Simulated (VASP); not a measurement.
# LiF (P6_3mc) in VASP: settings compared, part 2 of 3

VASP 6.6.1. The steps go on from the part before.

### 4 Single point, r2SCAN

This run uses another cell than the first one, of 9.85 Å³/atom.

Contents of POSCAR:

```
LiF
1.0
    3.0808478744      0.0000000000      0.0000000000
   -1.5404239372      2.6680925245      0.0000000000
    0.0000000000      0.0000000000      4.7921599537
Li F
2 2
Direct
    0.3333333333      0.6666666667      0.3821324615
    0.6666666667      0.3333333333      0.8821324615
    0.3333333333      0.6666666667      0.9928655385
    0.6666666667      0.3333333333      0.4928655385
```

Contents of INCAR.step1:

```
SYSTEM = LiF
PREC = Accurate
ENCUT = 520
ISMEAR = 0
SIGMA = 0.01
LREAL = .FALSE.
LASPH = .TRUE.
NELM = 60
NBANDS = 18
GGA = PE
ALGO = Normal
EDIFF = 1E-4
LWAVE = .TRUE.
LCHARG = .FALSE.
```

Contents of INCAR.step2:

```
SYSTEM = LiF
PREC = Accurate
ENCUT = 520
EDIFF = 1E-6
ISMEAR = 0
SIGMA = 0.01
LREAL = .FALSE.
LASPH = .TRUE.
NELM = 60
ALGO = Normal
ISIF = 2
LWAVE = .FALSE.
LCHARG = .FALSE.
METAGGA = R2SCAN
LMIXTAU = .TRUE.
NBANDS = 18
ISTART = 1
```

Contents of KPOINTS:

```
regular mesh
0
G
  6 6 4
  0 0 0
```

Started as:

```console
cat potpaw_PBE.64/Li_sv/POTCAR potpaw_PBE.64/F/POTCAR > POTCAR
cp INCAR.step1 INCAR
mpirun -np 1 vasp_std > vasp.out
cp INCAR.step2 INCAR
mpirun -np 1 vasp_std > vasp.out
```

Run time: 25 s. Hardware: 1 thread of Intel Xeon 6975P-C (Granite Rapids), shared host; peak memory 0.15 GiB.

The run converged. Its results:

```yaml
Free_energy: -23.6588 eV
Largest_force: 0.011 eV/Å
Band_gap_on_the_k_mesh: 8.67 eV
```

Forces on the atoms (eV/Å):
```
Li   0.000  0.000  0.011
Li   0.000  0.000  0.011
F    0.000  0.000 -0.011
F    0.000  0.000 -0.011
```

Levels at points of the mesh, in eV from the valence-band top:
| k point | band 6 | band 7 | band 8 | band 9 | band 10 | band 11 | band 12 | band 13 | band 14 | band 15 |
| --- | --- | --- | --- | --- | --- | --- | --- | --- | --- | --- |
| (0.00, 0.00, 0.00) | -0.51 | -0.51 | -0.18 | -0.18 | 0.00 | 8.67 | 13.09 | 16.51 | 19.94 | 19.94 |
| (0.50, 0.00, 0.00) | -1.24 | -1.04 | -1.04 | -0.54 | -0.40 | 12.04 | 13.19 | 15.96 | 16.20 | 18.55 |
| (0.00, 0.00, 0.50) | -1.14 | -0.34 | -0.34 | -0.34 | -0.34 | 10.40 | 10.40 | 19.02 | 19.02 | 20.24 |
| (0.50, 0.00, 0.50) | -1.78 | -0.73 | -0.73 | -0.57 | -0.57 | 12.06 | 12.06 | 16.04 | 16.04 | 20.52 |

Caveat: the cutoff is under 1.25 times the usual one of these potentials, so pressure, stress and relaxed cells hold a basis-set (Pulay) error; the PAW data sets were made with another functional, which shifts forces and pressure a little.

### 5 Relaxation of cell and atoms, LDA

This run uses another cell than the first one, of 9.75 Å³/atom.

Contents of INCAR:

```
SYSTEM = LiF
PREC = Accurate
ENCUT = 600
EDIFF = 1E-6
ISMEAR = 0
SIGMA = 0.01
LREAL = .False.
LASPH = .True.
NELM = 80
ALGO = Normal
ISIF = 3
LWAVE = .False.
LCHARG = .False.
IBRION = 2
NSW = 80
EDIFFG = -0.01
```

Contents of KPOINTS:

```
regular mesh
0
Gamma
  6 6 4
  0 0 0
```

Contents of POSCAR:

```
LiF
1.0
    3.0609398200      0.0000000000      0.0000000000
   -1.5304699100      2.6508516400      0.0000000000
    0.0000000000      0.0000000000      4.8073245700
Li F
2 2
Direct
    0.3333333300      0.6666666700      0.3811542600
    0.6666666700      0.3333333300      0.8811542600
    0.3333333300      0.6666666700      0.9938437400
    0.6666666700      0.3333333300      0.4938437400
```

Potentials or basis: VASP PAW LDA potentials, release 64 (Li_sv, F).

Started as:

```console
cat potpaw_LDA.64/Li_sv/POTCAR potpaw_LDA.64/F/POTCAR > POTCAR
mpirun -np 1 vasp_std > vasp.out
```

OUTCAR:

```text
SYSTEM = LiF
   PREC = Accurate
   ENCUT = 600
   EDIFF = 1E-6
   ISMEAR = 0
   LREAL = .False.
   LASPH = .True.
   NELM = 80
   ISIF = 3
   IBRION = 2
   NSW = 80
   EDIFFG = -0.01

 ion  position               nearest neighbor table
   1  0.333  0.667  0.381-   4 1.85   4 1.85   4 1.85   3 1.86
   2  0.667  0.333  0.881-   3 1.85   3 1.85   3 1.85   4 1.86
   3  0.333  0.667  0.994-   2 1.85   2 1.85   2 1.85   1 1.86
   4  0.667  0.333  0.494-   1 1.85   1 1.85   1 1.85   2 1.86

  LATTYP: Found a hexagonal cell.
 ALAT       =     3.0609398200
 C/A-ratio  =     1.5705387406

  Lattice vectors:

 A1 = (   3.0609398200,   0.0000000000,   0.0000000000)
 A2 = (  -1.5304699100,   2.6508516400,   0.0000000000)
 A3 = (   0.0000000000,   0.0000000000,   4.8073245700)

Analysis of symmetry for initial positions (statically):
=====================================================================
 Subroutine PRICEL returns:
 Original cell was already a primitive cell.

 Routine SETGRP: Setting up the symmetry group for a
 hexagonal supercell.

 Subroutine GETGRP returns: Found 12 space group operations
 (whereof  6 operations were pure point group operations)
 out of a pool of 24 trial point group operations.

The static configuration has the point symmetry C_3v.
 The point group associated with its full space group is C_6v.

Analysis of symmetry for dynamics (positions and initial velocities):
=====================================================================
 Subroutine PRICEL returns:
 Original cell was already a primitive cell.

 Routine SETGRP: Setting up the symmetry group for a
 hexagonal supercell.

 Subroutine GETGRP returns: Found 12 space group operations
 (whereof  6 operations were pure point group operations)
 out of a pool of 24 trial point group operations.

The dynamic configuration has the point symmetry C_3v.
 The point group associated with its full space group is C_6v.

 Subroutine INISYM returns: Found 12 space group operations
 (whereof  6 operations are pure point group operations),
 and found     1 'primitive' translations

----------------------------------------------------------------------------------------

                                     Primitive cell

  volume of cell :      39.0071

  direct lattice vectors                    reciprocal lattice vectors
     3.060939820  0.000000000  0.000000000     0.326697047  0.188618628  0.000000000
    -1.530469910  2.650851640  0.000000000     0.000000000  0.377237256  0.000000000
     0.000000000  0.000000000  4.807324570     0.000000000  0.000000000  0.208015911

  length of vectors
     3.060939820  3.060939817  4.807324570     0.377237256  0.377237256  0.208015911

  position of ions in fractional coordinates (direct lattice)
     0.333333330  0.666666670  0.381154260
     0.666666670  0.333333330  0.881154260
     0.333333330  0.666666670  0.993843740
     0.666666670  0.333333330  0.493843740

  ion indices of the primitive-cell ions
   primitive index   ion index
                 1           1
                 2           2
                 3           3
                 4           4

----------------------------------------------------------------------------------------

 KPOINTS: regular mesh

Automatic generation of k-mesh.
 Grid dimensions read from file:
 generate k-points for:    6    6    4

 Generating k-lattice:

  Cartesian coordinates                     Fractional coordinates (reciprocal lattice)
     0.054449508  0.031436438  0.000000000     0.166666667  0.000000000  0.000000000
     0.000000000  0.062872876  0.000000000     0.000000000  0.166666667  0.000000000
     0.000000000  0.000000000  0.052003978     0.000000000  0.000000000  0.250000000

  Length of vectors
     0.062872876  0.062872876  0.052003978

  Shift w.r.t. Gamma in fractional coordinates (k-lattice)
     0.000000000  0.000000000  0.000000000

 Subroutine IBZKPT returns following result:
 ===========================================

 Found     21 irreducible k-points:

 Following reciprocal coordinates:
            Coordinates               Weight
  0.000000  0.000000  0.000000      1.000000
  0.166667  0.000000  0.000000      6.000000
  0.333333 -0.000000  0.000000      6.000000
  0.500000 -0.000000  0.000000      3.000000
  0.166667  0.166667  0.000000      6.000000
  0.333333  0.166667  0.000000     12.000000
[... 13 lines left out ...]
  0.333333  0.166667  0.500000     12.000000
  0.333333  0.333333  0.500000      2.000000
   k-points           NKPTS =     21   k-points in BZ     NKDIM =     21   number of bands    NBANDS=     14
   number of dos      NEDOS =    301   number of ions     NIONS =      4
   total plane-waves  NPLWV =  23040
   dimension x,y,z NGX =    24 NGY =   24 NGZ =   40
   dimension x,y,z NGXF=    48 NGYF=   48 NGZF=   80
   ions per type =               2   2
   NGX,Y,Z   is equivalent  to a cutoff of  13.03, 13.03, 13.83 a.u.
   NGXF,Y,Z  is equivalent  to a cutoff of  26.07, 26.07, 27.67 a.u.
 SYSTEM =  LiF
   PREC   = accura    normal or accurate (medium, high low for compatibility)
   ISTART =      0    job   : 0-new  1-cont  2-samecut
   ICHARG =      2    charge: 1-file 2-atom 10-const
   ISPIN  =      1    spin polarized calculation?
   LNONCOLLINEAR =      F non collinear calculations
   LSORBIT =      F    spin-orbit coupling
   LASPH  =      T    aspherical Exc in radial PAW
   ENCUT  =  600.0 eV  44.10 Ry    6.64 a.u.   6.11  6.11  9.60*2*pi/ulx,y,z
   NELM   =     80;   NELMIN=  2; NELMDL= -5     # of ELM steps
   EDIFF  = 0.1E-05   stopping-criterion for ELM
   LREAL  =      F    real-space projection
   EDIFFG = -.1E-01   stopping-criterion for IOM
   NSW    =     80    number of steps for IOM
   IBRION =      2    ionic relax: 0-MD 1-quasi-New 2-CG
   NFREE  =      1    steps in history (QN), initial steepest desc. (CG)
   ISIF   =      3    stress and relaxation
   ISYM   =      2    0-nonsym 1-usesym 2-fastsym
   POTIM  = 0.5000    time-step for ionic-motion
   TEBEG  =    0.0;   TEEND  =   0.0 temperature during run
   PSTRESS=    0.0 pullay stress
   NELECT =      20.0000    total number of electrons
   NUPDOWN=      -1.0000    fix difference up-down
   EMIN   =  10.00;   EMAX   =-10.00  energy-range for DOS
   EFERMI =   0.00;   METHOD = LEGACY
   ISMEAR =     0;   SIGMA  =   0.01  broadening in eV -4-tet -1-fermi 0-gaus
   EFERMI_NEDOS =   21; number of points for ismear=-14 and -15
   IALGO  =     38    algorithm
   IMIX   =      4    mixing-type and parameters
     AMIX     =   0.40;   BMIX     =  1.00
     AMIX_MAG =   1.60;   BMIX_MAG =  1.00
  volume/ion in A,a.u.               =       9.75        65.81
  Fermi-wavevector in a.u.,A,eV,Ry     =   1.310299  2.476105 23.359603  1.716882
  Thomas-Fermi vector in A             =   2.440838
   LORBIT       =      0    0 simple, 1 ext, 2 COOP (PROOUT), +10 PAW based schemes
   GGA     = CA    functional components
   LHFCALC =     F    Hartree Fock is set to
   AEXX    =    0.0000 exact exchange contribution
   IVDW    =     0    specifies the selected vdW correction
   LEPSILON=     F    determine dielectric tensor
   LRPA    =     F    only Hartree local field effects (RPA)
 conjugate gradient relaxation of ions
 non-spin polarized calculation
 Gauss-broadening in eV      SIGMA  =   0.01
  energy-cutoff  :      600.00
  volume of cell :       39.01
 maximum number of plane-waves:      1314
   NGX = 13   NGY = 13   NGZ = 19

--------------------------------------- Ionic step        1  -------------------------------------------

 number of electron      19.9999998 magnetization

 Free energy of the ion-electron system (eV)
  ---------------------------------------------------
  ext. energy  EPLUGINS =         0.00000000
  ---------------------------------------------------
  free energy    TOTEN  =       -20.79720838 eV

  energy without entropy =      -20.79720838  energy(sigma->0) =      -20.79720838

------------------------ aborting loop because EDIFF is reached ----------------------------------------

  FORCE on cell =-STRESS in cart. coord.  units (eV):
  Direction    XX          YY          ZZ          XY          YZ          ZX
  --------------------------------------------------------------------------------------
  -------------------------------------------------------------------------------------
  Total       -0.7896471     -0.7896471     -0.8939592      0.0000000      0.0000000      0.0000000
  in kB      -32.4339604    -32.4339603    -36.7184755      0.0000000      0.0000000      0.0000000
  external PRESSURE =     -33.8621320 kB  Pullay stress =       0.0000000 kB
[... 289 lines left out ...]
  energy  without entropy=      -20.8231209891  energy(sigma->0) =      -20.82312099

--------------------------------------- Ionic step        9  -------------------------------------------

 number of electron      20.0000012 magnetization

 Free energy of the ion-electron system (eV)
  ---------------------------------------------------
  ext. energy  EPLUGINS =         0.00000000
  ---------------------------------------------------
  free energy    TOTEN  =       -20.82348198 eV

  energy without entropy =      -20.82348198  energy(sigma->0) =      -20.82348198

 E-fermi :  -2.2337     XC(G=0):  -9.9225

 val. band max:       -2.2933353135   @ k =   0.0000   0.0000   0.0000
 cond. band min:       5.5643517875   @ k =   0.0000   0.0000   0.0000
 fundamental gap:      7.8576871010
 Fermi energy:        -2.2337145019

 k-point     1 :       0.0000    0.0000    0.0000
  band No.  band energies     occupation
      1     -41.4887      2.00000
      2     -41.4166      2.00000
      3     -21.5288      2.00000
      4     -21.2030      2.00000
      5      -4.9083      2.00000
      6      -2.9784      2.00000
      7      -2.9784      2.00000
      8      -2.5700      2.00000
      9      -2.5700      2.00000
     10      -2.2933      2.00000
     11       5.5644      0.00000
     12      10.0417      0.00000
     13      13.5220      0.00000
     14      16.0900      0.00000
[... 369 lines left out ...]
  FREE ENERGIE OF THE ION-ELECTRON SYSTEM (eV)
  ---------------------------------------------------
  free  energy   TOTEN  =       -20.8234819817 eV

  energy  without entropy=      -20.8234819817  energy(sigma->0) =      -20.82348198

 reached required accuracy - stopping structural energy minimisation
```

OSZICAR:

```text
N       E                     dE             d eps       ncg     rms          rms(c)
DAV:   1     0.139365011860E+03    0.13937E+03   -0.12215E+04   588   0.171E+03
DAV:   2    -0.108631834239E+02   -0.15023E+03   -0.14697E+03   690   0.378E+02
DAV:   3    -0.220445924779E+02   -0.11181E+02   -0.11155E+02  1100   0.835E+01
DAV:   4    -0.221979974142E+02   -0.15340E+00   -0.15338E+00   714   0.115E+01
[... 63 lines left out ...]
DAV:   2    -0.208272176784E+02    0.31031E-02   -0.50170E-02   654   0.250E+00    0.482E-01
DAV:   3    -0.208235541560E+02    0.36635E-02   -0.43392E-03   796   0.773E-01    0.782E-02
DAV:   4    -0.208234821625E+02    0.71993E-04   -0.35212E-04   720   0.199E-01    0.238E-02
DAV:   5    -0.208234817421E+02    0.42043E-06   -0.10311E-05   820   0.345E-02    0.878E-03
DAV:   6    -0.208234819817E+02   -0.23959E-06   -0.15865E-06   382   0.149E-02
   9 F= -.20823482E+02 E0= -.20823482E+02  d E =-.130212E-02
```

It took 21 s on 1 thread of Intel Xeon 6975P-C (Granite Rapids), shared host; peak memory 0.13 GiB.

What came out:

```
Free energy                           : -20.8235 eV
Relaxed volume                        : 9.16 Å³/atom
Relaxed cell                          : a = 3.027 Å, b = 3.027 Å, c = 4.617 Å, α = 90.00°, β = 90.00°, γ = 120.00°
Space group after relaxing (to 0.1 Å) : P6_3mc (No. 186)
Energy gained by relaxing             : 6.6 meV/atom
Ionic steps                           : 9
Pressure after relaxing               : 0.1 GPa
Largest force after relaxing          : 0.009 eV/Å
Band gap on the k mesh                : 7.86 eV
```

Forces in eV/Å, atoms in the order of the input:
```
Li   0.000  0.000 -0.009
Li   0.000  0.000 -0.009
F    0.000  0.000  0.009
F    0.000  0.000  0.009
```

Stress tensor (GPa, compression positive):
```
 0.16  0.00  0.00
 0.00  0.16  0.00
 0.00  0.00 -0.07
```

The path:
| step | energy change (eV) | largest force (eV/Å) | pressure (GPa) | volume (Å³) |
| --- | --- | --- | --- | --- |
| 1 | 0.0000 | 0.0087 | -3.39 | 39.01 |
| 2 | -0.0188 | 0.0031 | -1.77 | 37.86 |
| 3 | -0.0249 | 0.0155 | -0.15 | 36.86 |
| 4 | -0.0250 | 0.0167 | 0.00 | 36.77 |
| 5 | -0.0250 | 0.0173 | 0.08 | 36.73 |
| 6 | -0.0251 | 0.0156 | 0.08 | 36.73 |
| 7 | -0.0254 | 0.0110 | 0.09 | 36.71 |
| 8 | -0.0259 | 0.0030 | 0.10 | 36.68 |
| 9 | -0.0263 | 0.0085 | 0.08 | 36.63 |

Final structure:
```cif
data_structure
_symmetry_space_group_name_H-M 'P 1'
_symmetry_Int_Tables_number 1
_cell_length_a 3.0267
_cell_length_b 3.0267
_cell_length_c 4.6166
_cell_angle_alpha 90.000
_cell_angle_beta 90.000
_cell_angle_gamma 120.000
_cell_volume 36.63
loop_
_atom_site_label
_atom_site_type_symbol
_atom_site_fract_x
_atom_site_fract_y
_atom_site_fract_z
_atom_site_occupancy
Li1 Li 0.33333 0.66667 0.38561 1
Li2 Li 0.66667 0.33333 0.88561 1
F1 F 0.33333 0.66667 0.98938 1
F2 F 0.66667 0.33333 0.48938 1
```

Caveat: the cutoff is under 1.25 times the usual one of these potentials, so pressure, stress and relaxed cells hold a basis-set (Pulay) error.

### 6 Relaxation of cell and atoms, r2SCAN+D4

This run uses another cell than the first one, of 9.75 Å³/atom.

POSCAR is that of step 5.

Contents of INCAR.step1:

```
SYSTEM = LiF
ALGO = Normal ; EDIFF = 1E-4
ENCUT = 600 ; GGA = PE
ISMEAR = 0 ; LASPH = .TRUE.
LCHARG = .FALSE. ; LREAL = .FALSE.
LWAVE = .TRUE. ; NELM = 80
PREC = Accurate ; SIGMA = 0.01
```

Contents of INCAR.step2:

```
SYSTEM = LiF
ALGO = Normal ; EDIFF = 1E-6
EDIFFG = -0.01 ; ENCUT = 600
IBRION = 2 ; ISIF = 3
ISMEAR = 0 ; ISTART = 1
IVDW = 13 ; LASPH = .TRUE.
LCHARG = .FALSE. ; LMIXTAU = .TRUE.
LREAL = .FALSE. ; LWAVE = .FALSE.
METAGGA = R2SCAN ; NELM = 80
NSW = 80 ; PREC = Accurate
SIGMA = 0.01 ; VDW_A1 = 0.51559235
VDW_A2 = 5.77342911 ; VDW_S6 = 1.0
VDW_S8 = 0.6018749
```

Contents of KPOINTS:

```
k-points
0
G
  6 6 4
  0 0 0
```

Potentials or basis: VASP PAW PBE potentials, release 64 (Li_sv, F).

Started as:

```console
cat potpaw_PBE.64/Li_sv/POTCAR potpaw_PBE.64/F/POTCAR > POTCAR
cp INCAR.step1 INCAR
mpirun -np 1 vasp_std > vasp.out
cp INCAR.step2 INCAR
mpirun -np 1 vasp_std > vasp.out
```

Run time: 71 s. Hardware: 1 thread of Intel Xeon 6975P-C (Granite Rapids), shared host; peak memory 0.16 GiB.

It converged, with:

| Item | Value |
| --- | --- |
| Free energy | -23.7582 eV |
| Relaxed volume | 9.70 Å³/atom |
| Relaxed cell | a = 3.057 Å, b = 3.057 Å, c = 4.793 Å, α = 90.00°, β = 90.00°, γ = 120.00° |
| Space group after relaxing (to 0.1 Å) | P6_3mc (No. 186) |
| Energy gained by relaxing | 0.0 meV/atom |
| Ionic steps | 3 |
| Pressure after relaxing | 0.0 GPa |
| Largest force after relaxing | 0.008 eV/Å |
| Band gap on the k mesh | 8.79 eV |
| Dispersion energy per atom | -0.023 eV |

Forces on the atoms (eV/Å):
```
Li   0.000  0.000  0.008
Li   0.000  0.000  0.008
F    0.000  0.000 -0.008
F    0.000  0.000 -0.008
```

The path:
```tsv
step	energy change (eV)	largest force (eV/Å)	pressure (GPa)	volume (Å³)
1	0.0000	0.0123	-0.34	39.01
2	-0.0002	0.0011	-0.17	38.89
3	-0.0002	0.0081	-0.02	38.79
```

Final structure:
```
Li F
1.0
     3.05701    0.00000    0.00000
    -1.52850    2.64744    0.00000
     0.00000    0.00000    4.79271
Li F
2 2
Direct
  0.33333 0.66667 0.38093
  0.66667 0.33333 0.88093
  0.33333 0.66667 0.99407
  0.66667 0.33333 0.49407
```

Levels at points of the mesh, in eV from the valence-band top:
| k point | band 8 | band 9 | band 10 | band 11 | band 12 | band 13 |
| --- | --- | --- | --- | --- | --- | --- |
| (0.00, 0.00, 0.00) | -0.15 | -0.15 | 0.00 | 8.79 | 13.17 | 16.65 |
| (0.50, 0.00, 0.00) | -1.03 | -0.54 | -0.39 | 12.17 | 13.25 | 16.13 |
| (0.00, 0.00, 0.50) | -0.32 | -0.32 | -0.32 | 10.50 | 10.50 | 19.13 |
| (0.50, 0.00, 0.50) | -0.72 | -0.58 | -0.58 | 12.16 | 12.16 | 16.19 |

Caveat: the cutoff is under 1.25 times the usual one of these potentials, so pressure, stress and relaxed cells hold a basis-set (Pulay) error; the PAW data sets were made with another functional, which shifts forces and pressure a little.

[end of part 2 of 3]
